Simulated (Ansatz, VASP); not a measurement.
## MgI2: VASP beside Ansatz

The input POSCAR:

```
MgI2
1.0
   -0.0751144117      3.6806061742      3.6806061742
    3.6806061742     -0.0751144117      3.6806061742
    3.6806061742      3.6806061742     -0.0751144117
Mg I
1 2
Direct
    0.0000000000      0.0000000000      0.0000000000
    0.2493108030      0.2493108030      0.2493108030
    0.7506891970      0.7506891970      0.7506891970
```

Contents of INCAR.step1:

```
SYSTEM = MgI2
ALGO = Normal
EDIFF = 1E-4
ENCUT = 520
GGA = PE
ISMEAR = 0
LASPH = .True.
LCHARG = .False.
LREAL = .False.
LWAVE = .True.
NBANDS = 15
NELM = 80
PREC = Accurate
SIGMA = 0.01
```

Contents of INCAR.step2:

```
SYSTEM = MgI2
ALGO = Normal
EDIFF = 1E-6
ENCUT = 520
ISIF = 2
ISMEAR = 0
ISTART = 1
LASPH = .True.
LCHARG = .True.
LELF = .True.
LMIXTAU = .True.
LREAL = .False.
LVHAR = .True.
LWAVE = .False.
METAGGA = R2SCAN
NBANDS = 15
NELM = 80
PREC = Accurate
SIGMA = 0.01
```

The input KPOINTS:

```
k-points
0
Gamma
  6 6 6
  0 0 0
```

Input for Ansatz:

```yaml
crystal:
  lattice:
    - [-0.0751144117, 3.6806061742, 3.6806061742]
    - [3.6806061742, -0.0751144117, 3.6806061742]
    - [3.6806061742, 3.6806061742, -0.0751144117]
  atoms:
    - { symbol: Mg, position: [0.0, 0.0, 0.0] }
    - { symbol: I, position: [0.249310803, 0.249310803, 0.249310803] }
    - { symbol: I, position: [0.750689197, 0.750689197, 0.750689197] }
kpoints:
  mp_grid: { grid: [6, 6, 6] }
  band_path:
    path:
      - [0.0, 0.0, 0.0]
      - [0.5, 0.0, 0.5]
      - [0.625, 0.25, 0.625]
      - [0.375, 0.375, 0.75]
      - [0.5, 0.5, 0.5]
      - [0.5, 0.25, 0.75]
      - [0.0, 0.5, 0.5]
    npoints: 1
hamiltonian:
  xc: r2scan
scf:
  occupations: { method: fixed }
  n_extra_bands: 4
output:
  forces: true
  stress: true
  eigenvalues: true
```

Change from the starting cell: shear_111 strain -3.0%.

Alike in both runs: task single point; functional r2SCAN; k mesh 6 × 6 × 6; no spin polarisation.

|  | VASP | Ansatz |
| --- | --- | --- |
| version | VASP 6.6.1 | Ansatz 0.2.0 |
| potentials or method | VASP PAW PBE potentials, release 64 (Mg, I) | plane waves, PAW |
| plane-wave cutoff (eV) | 520 | 500 |
| occupations | gaussian, width 0.01 eV | fixed |
| valence electrons in the cell | 16 | 44 |

VASP gave:

| Quantity | Value |
| --- | --- |
| gap on the k mesh at the Fermi level (eV) | 1.38 |
| pressure (GPa) | 0.9 |
| traceless stress, the component that is largest in VASP (GPa) | -0.36 |

**Question.** Which values does Ansatz return?

**Answer.** gap on the k mesh at the Fermi level (eV): 1.43; pressure (GPa): 1.0; traceless stress, the component that is largest in VASP (GPa): -0.36.

VASP's potentials were made for PBE, not for r2SCAN. VASP's potentials hold 16 valence electrons a cell and Ansatz's 44, so a difference there can come from the potentials and not from the codes.

Neither program's run includes spin-orbit coupling.
